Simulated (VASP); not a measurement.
# AlN (m.bB) (F-43m) in VASP: a series of runs

The runs below take AlN (m.bB) through single point, with PBE.

Program: VASP 6.6.1. These are calculated values, not measurements. Logs are shortened: lines on timing, memory, paths and dates and some standing lists are left out, and cuts for length are marked.

## 1. The cell of the first run

Symmetry: F-43m, No. 216, cubic system. The conventional cell has a = 4.403 Å, b = 4.403 Å, c = 4.403 Å, α = 90.00°, β = 90.00°, γ = 90.00°. Al (site symmetry -43m) has 4 N at 1.91 Å within 2.5 Å. Within 2.5 Å of N (site symmetry -43m) lie 4 Al at 1.91 Å.

## 2. Single point, PBE

Contents of INCAR:

```
ALGO = Normal
EDIFF = 1E-6
ENCUT = 600
GGA = PE
GGA_COMPAT = False
ISIF = 2
ISMEAR = 0
LASPH = True
LCHARG = False
LREAL = False
LWAVE = False
NBANDS = 11
NELM = 120
PREC = Accurate
SIGMA = 0.02
```

Contents of KPOINTS:

```
k-points
0
Gamma
  10 10 10
```

Contents of POSCAR:

```
AlN
1.0
    0.0000000000      2.2012621086      2.2012621086
    2.2012621086      0.0000000000      2.2012621086
    2.2012621086      2.2012621086      0.0000000000
Al N
1 1
Direct
    0.0000000000      0.0000000000      0.0000000000
    0.2500000000      0.2500000000      0.2500000000
```

Potentials or basis: VASP PAW PBE potentials, release 64 (Al, N).

Command:

```console
$ cat potpaw_PBE.64/Al/POTCAR potpaw_PBE.64/N/POTCAR > POTCAR
$ mpirun -np 1 vasp_std > vasp.out
```

OUTCAR:

```text
EDIFF = 1E-6
   ENCUT = 600
   GGA = PE
   ISIF = 2
   ISMEAR = 0
   LASPH = True
   LREAL = False
   NELM = 120
   PREC = Accurate

 ion  position               nearest neighbor table
   1  0.000  0.000  0.000-   2 1.91   2 1.91   2 1.91   2 1.91
   2  0.250  0.250  0.250-   1 1.91   1 1.91   1 1.91   1 1.91

  LATTYP: Found a face centered cubic cell.
 ALAT       =     4.4025242172

  Lattice vectors:

 A1 = (   0.0000000000,   2.2012621086,   2.2012621086)
 A2 = (   2.2012621086,   0.0000000000,   2.2012621086)
 A3 = (   2.2012621086,   2.2012621086,   0.0000000000)

Analysis of symmetry for initial positions (statically):
=====================================================================
 Subroutine PRICEL returns:
 Original cell was already a primitive cell.

 Routine SETGRP: Setting up the symmetry group for a
 face centered cubic supercell.

 Subroutine GETGRP returns: Found 24 space group operations
 (whereof 24 operations were pure point group operations)
 out of a pool of 48 trial point group operations.

The static configuration has the point symmetry T_d .

Analysis of symmetry for dynamics (positions and initial velocities):
=====================================================================
 Subroutine PRICEL returns:
 Original cell was already a primitive cell.

 Routine SETGRP: Setting up the symmetry group for a
 face centered cubic supercell.

 Subroutine GETGRP returns: Found 24 space group operations
 (whereof 24 operations were pure point group operations)
 out of a pool of 48 trial point group operations.

The dynamic configuration has the point symmetry T_d .

 Subroutine INISYM returns: Found 24 space group operations
 (whereof 24 operations are pure point group operations),
 and found     1 'primitive' translations

----------------------------------------------------------------------------------------

                                     Primitive cell

  volume of cell :      21.3327

  direct lattice vectors                    reciprocal lattice vectors
     0.000000000  2.201262109  2.201262109    -0.227142419  0.227142419  0.227142419
     2.201262109  0.000000000  2.201262109     0.227142419 -0.227142419  0.227142419
     2.201262109  2.201262109  0.000000000     0.227142419  0.227142419 -0.227142419

  length of vectors
     3.113054728  3.113054728  3.113054728     0.393422210  0.393422210  0.393422210

  position of ions in fractional coordinates (direct lattice)
     0.000000000  0.000000000  0.000000000
     0.250000000  0.250000000  0.250000000

  ion indices of the primitive-cell ions
   primitive index   ion index
                 1           1
                 2           2

----------------------------------------------------------------------------------------

 KPOINTS: k-points

Automatic generation of k-mesh.
 Grid dimensions read from file:
 generate k-points for:   10   10   10

 Generating k-lattice:

  Cartesian coordinates                     Fractional coordinates (reciprocal lattice)
    -0.022714242  0.022714242  0.022714242     0.100000000  0.000000000  0.000000000
     0.022714242 -0.022714242  0.022714242     0.000000000  0.100000000  0.000000000
     0.022714242  0.022714242 -0.022714242     0.000000000  0.000000000  0.100000000

  Length of vectors
     0.039342221  0.039342221  0.039342221

  Shift w.r.t. Gamma in fractional coordinates (k-lattice)
     0.000000000  0.000000000  0.000000000

 Subroutine IBZKPT returns following result:
 ===========================================

 Found     47 irreducible k-points:

 Following reciprocal coordinates:
            Coordinates               Weight
  0.000000  0.000000  0.000000      1.000000
  0.100000  0.000000  0.000000      8.000000
  0.200000  0.000000  0.000000      8.000000
  0.300000  0.000000  0.000000      8.000000
  0.400000  0.000000  0.000000      8.000000
  0.500000  0.000000  0.000000      4.000000
[... 16 lines left out ...]
  0.300000  0.300000  0.000000      6.000000
  0.400000  0.300000  0.000000     24.000000
 [... further k-points ...]
   k-points           NKPTS =     47   k-points in BZ     NKDIM =     47   number of bands    NBANDS=     11
   number of dos      NEDOS =    301   number of ions     NIONS =      2
   total plane-waves  NPLWV =  21952
   dimension x,y,z NGX =    28 NGY =   28 NGZ =   28
   dimension x,y,z NGXF=    56 NGYF=   56 NGZF=   56
   ions per type =               1   1
   NGX,Y,Z   is equivalent  to a cutoff of  14.95, 14.95, 14.95 a.u.
   NGXF,Y,Z  is equivalent  to a cutoff of  29.91, 29.91, 29.91 a.u.
 SYSTEM =  unknown system
   PREC   = accura    normal or accurate (medium, high low for compatibility)
   ISTART =      0    job   : 0-new  1-cont  2-samecut
   ICHARG =      2    charge: 1-file 2-atom 10-const
   ISPIN  =      1    spin polarized calculation?
   LNONCOLLINEAR =      F non collinear calculations
   LSORBIT =      F    spin-orbit coupling
   LASPH  =      T    aspherical Exc in radial PAW
   ENCUT  =  600.0 eV  44.10 Ry    6.64 a.u.   6.22  6.22  6.22*2*pi/ulx,y,z
   NELM   =    120;   NELMIN=  2; NELMDL= -5     # of ELM steps
   EDIFF  = 0.1E-05   stopping-criterion for ELM
   LREAL  =      F    real-space projection
   EDIFFG = 0.1E-04   stopping-criterion for IOM
   NSW    =      0    number of steps for IOM
   IBRION =     -1    ionic relax: 0-MD 1-quasi-New 2-CG
   NFREE  =      0    steps in history (QN), initial steepest desc. (CG)
   ISIF   =      2    stress and relaxation
   ISYM   =      2    0-nonsym 1-usesym 2-fastsym
   POTIM  = 0.5000    time-step for ionic-motion
   TEBEG  =    0.0;   TEEND  =   0.0 temperature during run
   PSTRESS=    0.0 pullay stress
   NELECT =       8.0000    total number of electrons
   NUPDOWN=      -1.0000    fix difference up-down
   EMIN   =  10.00;   EMAX   =-10.00  energy-range for DOS
   EFERMI =   0.00;   METHOD = LEGACY
   ISMEAR =     0;   SIGMA  =   0.02  broadening in eV -4-tet -1-fermi 0-gaus
   EFERMI_NEDOS =   21; number of points for ismear=-14 and -15
   IALGO  =     38    algorithm
   IMIX   =      4    mixing-type and parameters
     AMIX     =   0.40;   BMIX     =  1.00
     AMIX_MAG =   1.60;   BMIX_MAG =  1.00
  volume/ion in A,a.u.               =      10.67        71.98
  Fermi-wavevector in a.u.,A,eV,Ry     =   1.180565  2.230944 18.962884  1.393733
  Thomas-Fermi vector in A             =   2.316855
   LORBIT       =      0    0 simple, 1 ext, 2 COOP (PROOUT), +10 PAW based schemes
   GGA     = PE    functional components
   LHFCALC =     F    Hartree Fock is set to
   AEXX    =    0.0000 exact exchange contribution
   IVDW    =     0    specifies the selected vdW correction
   LEPSILON=     F    determine dielectric tensor
   LRPA    =     F    only Hartree local field effects (RPA)
 non-spin polarized calculation
 Gauss-broadening in eV      SIGMA  =   0.02
  energy-cutoff  :      600.00
  volume of cell :       21.33
 maximum number of plane-waves:       728
 NGX is ok and might be reduce to    28
   NGX = 13   NGY = 13   NGZ = 13

 number of electron       8.0000000 magnetization

 Free energy of the ion-electron system (eV)
  ---------------------------------------------------
  ext. energy  EPLUGINS =         0.00000000
  ---------------------------------------------------
  free energy    TOTEN  =       -14.84893361 eV

  energy without entropy =      -14.84893361  energy(sigma->0) =      -14.84893361

 E-fermi :   5.9343     XC(G=0): -10.8312

 val. band max:        5.7490325413   @ k =   0.0000   0.0000   0.0000
 cond. band min:       9.0543791575   @ k =   0.5000   0.5000   0.0000
 fundamental gap:      3.3053466162
 Fermi energy:         5.9342890106

 k-point     1 :       0.0000    0.0000    0.0000
  band No.  band energies     occupation
      1      -9.0968      2.00000
      2       5.7490      2.00000
      3       5.7490      2.00000
      4       5.7490      2.00000
      5       9.7374      0.00000
      6      18.0771      0.00000
      7      18.0771      0.00000
      8      18.0771      0.00000
      9      23.2490      0.00000
     10      23.2490      0.00000
     11      24.6053      0.00000

 k-point     2 :       0.1000    0.0000    0.0000
  band No.  band energies     occupation
      1      -8.9544      2.00000
      2       4.9380      2.00000
      3       5.6977      2.00000
      4       5.6977      2.00000
      5      10.4046      0.00000
      6      17.6898      0.00000
      7      18.2081      0.00000
      8      18.2081      0.00000
      9      22.0108      0.00000
     10      22.0108      0.00000
     11      23.8277      0.00000

 k-point     3 :       0.2000    0.0000    0.0000
  band No.  band energies     occupation
      1      -8.5499      2.00000
      2       3.3532      2.00000
      3       5.5697      2.00000
      4       5.5697      2.00000
      5      11.5297      0.00000
      6      16.8974      0.00000
      7      18.1574      0.00000
      8      18.1574      0.00000
      9      21.4707      0.00000
     10      21.4707      0.00000
     11      22.9514      0.00000

 k-point     4 :       0.3000    0.0000    0.0000
  band No.  band energies     occupation
      1      -7.9640      2.00000
      2       1.7397      2.00000
      3       5.4230      2.00000
      4       5.4230      2.00000
      5      12.3706      0.00000
      6      16.1583      0.00000
      7      17.5366      0.00000
      8      17.5366      0.00000
      9      22.4818      0.00000
     10      22.4818      0.00000
     11      22.7335      0.00000

 k-point     5 :       0.4000    0.0000    0.0000
  band No.  band energies     occupation
      1      -7.3811      2.00000
      2       0.4875      2.00000
      3       5.3124      2.00000
      4       5.3124      2.00000
      5      12.7943      0.00000
      6      15.6441      0.00000
      7      16.9600      0.00000
      8      16.9600      0.00000
      9      23.1199      0.00000
     10      24.2645      0.00000
     11      24.2645      0.00000
[... 211 lines left out ...]
 k-point    21 :      -0.3000    0.2000    0.0000
  band No.  band energies     occupation
      1      -7.2312      2.00000
      2       1.2131      2.00000
      3       3.5868      2.00000
      4       5.2335      2.00000
      5      13.5303      0.00000
      6      14.5986      0.00000
      7      17.2910      0.00000
      8      17.8930      0.00000
      9      21.9171      0.00000
     10      24.1446      0.00000
     11      26.7437      0.00000

 k-point    22 :      -0.2000    0.2000    0.0000
  band No.  band energies     occupation
      1      -7.7716      2.00000
      2       2.0336      2.00000
      3       4.0844      2.00000
      4       5.4942      2.00000
      5      13.1311      0.00000
      6      15.5274      0.00000
      7      16.9309      0.00000
      8      18.0760      0.00000
      9      20.5270      0.00000
     10      23.8966      0.00000
     11      26.8298      0.00000

 k-point    23 :       0.3000    0.3000    0.0000
  band No.  band energies     occupation
      1      -7.5996      2.00000
      2       2.2648      2.00000
      3       4.5275      2.00000
      4       4.5275      2.00000
      5      11.0027      0.00000
      6      15.2839      0.00000
      7      17.3849      0.00000
      8      19.9827      0.00000
      9      19.9827      0.00000
     10      25.9008      0.00000
     11      29.1187      0.00000

 k-point    24 :       0.4000    0.3000    0.0000
  band No.  band energies     occupation
      1      -7.1536      2.00000
      2       1.6480      2.00000
      3       4.0727      2.00000
      4       4.3658      2.00000
      5      10.6120      0.00000
      6      15.1241      0.00000
      7      17.7243      0.00000
      8      20.0788      0.00000
      9      20.5706      0.00000
     10      26.7917      0.00000
     11      28.9054      0.00000

 [... further k-points ...]
[... 5 lines left out ...]
  --------------------------------------------------------------------------------------
  -------------------------------------------------------------------------------------
  Total       -0.0431128     -0.0431128     -0.0431128      0.0000000     -0.0000000      0.0000000
  in kB       -3.2379596     -3.2379596     -3.2379596      0.0000000     -0.0000000      0.0000000
  external PRESSURE =      -3.2379596 kB  Pullay stress =       0.0000000 kB

 VOLUME and BASIS-vectors are now :
 -----------------------------------------------------------------------------
  energy-cutoff  :      600.00
  volume of cell :       21.33
      direct lattice vectors                 reciprocal lattice vectors
     0.000000000  2.201262109  2.201262109    -0.227142419  0.227142419  0.227142419
     2.201262109  0.000000000  2.201262109     0.227142419 -0.227142419  0.227142419
     2.201262109  2.201262109  0.000000000     0.227142419  0.227142419 -0.227142419

 POSITION                                       TOTAL-FORCE (eV/Angst)
 -----------------------------------------------------------------------------------
      0.00000      0.00000      0.00000         0.000000      0.000000      0.000000
      1.10063      1.10063      1.10063        -0.000000     -0.000000     -0.000000
 -----------------------------------------------------------------------------------
    total drift:                                0.000000      0.000000      0.000000

  FREE ENERGIE OF THE ION-ELECTRON SYSTEM (eV)
  ---------------------------------------------------
  free  energy   TOTEN  =       -14.8489336139 eV

  energy  without entropy=      -14.8489336139  energy(sigma->0) =      -14.84893361
```

Run time: 29 s. Hardware: 1 thread of Intel Xeon 8259CL, shared host; peak memory 0.15 GiB.

What came out:

| Property | Result |
| --- | --- |
| Free energy | -14.8489 eV |
| Pressure | -0.3 GPa |
| Band gap on the k mesh | 3.31 eV, indirect (least direct gap 3.99 eV) |

Levels at points of the mesh, in eV from the valence-band top:
| k point | band 2 | band 3 | band 4 | band 5 | band 6 | band 7 |
| --- | --- | --- | --- | --- | --- | --- |
| (0.00, 0.00, 0.00) | 0.00 | 0.00 | 0.00 | 3.99 | 12.33 | 12.33 |
| (0.50, 0.00, 0.00) | -5.76 | -0.48 | -0.48 | 7.17 | 9.70 | 11.00 |
| (0.50, 0.50, 0.00) | -4.83 | -1.75 | -1.75 | 3.31 | 8.47 | 13.64 |

## 3. Single point, PBE

Contents of INCAR:

```
SYSTEM = AlN
PREC = Accurate ; ENCUT = 600
EDIFF = 1E-6 ; ISMEAR = 0
SIGMA = 0.02 ; LREAL = .FALSE.
LASPH = .TRUE. ; NELM = 120
ALGO = Normal ; ISIF = 2
LWAVE = .FALSE. ; LCHARG = .FALSE.
GGA = PE ; NBANDS = 11
GGA_COMPAT = .FALSE.
```

Contents of KPOINTS:

```
regular mesh
0
G
  10 10 10
  0 0 0
```

POSCAR is that of step 2.

Potentials or basis: VASP PAW PBE potentials, release 64 (Al, N).

Command:

```console
$ cat potpaw_PBE.64/Al/POTCAR potpaw_PBE.64/N/POTCAR > POTCAR
$ mpirun -np 1 vasp_std > vasp.out
```

Run time: 24 s. Hardware: 1 thread of Intel Xeon 8259CL, shared host; peak memory 0.15 GiB.

It converged, with:

```yaml
Free_energy: -14.8489 eV
Pressure: -0.3 GPa
Band_gap_on_the_k_mesh: 3.31 eV, indirect (least direct gap 3.99 eV)
```

Levels at points of the mesh, in eV from the valence-band top:
```csv
k point,band 2,band 3,band 4,band 5,band 6,band 7
"(0.00, 0.00, 0.00)",0.00,0.00,0.00,3.99,12.33,12.33
"(0.50, 0.00, 0.00)",-5.76,-0.48,-0.48,7.17,9.70,11.00
"(0.50, 0.50, 0.00)",-4.83,-1.75,-1.75,3.31,8.47,13.64
```

A k mesh can miss the band edges. A hybrid or GW would open this gap; PBE tends to underestimate it.
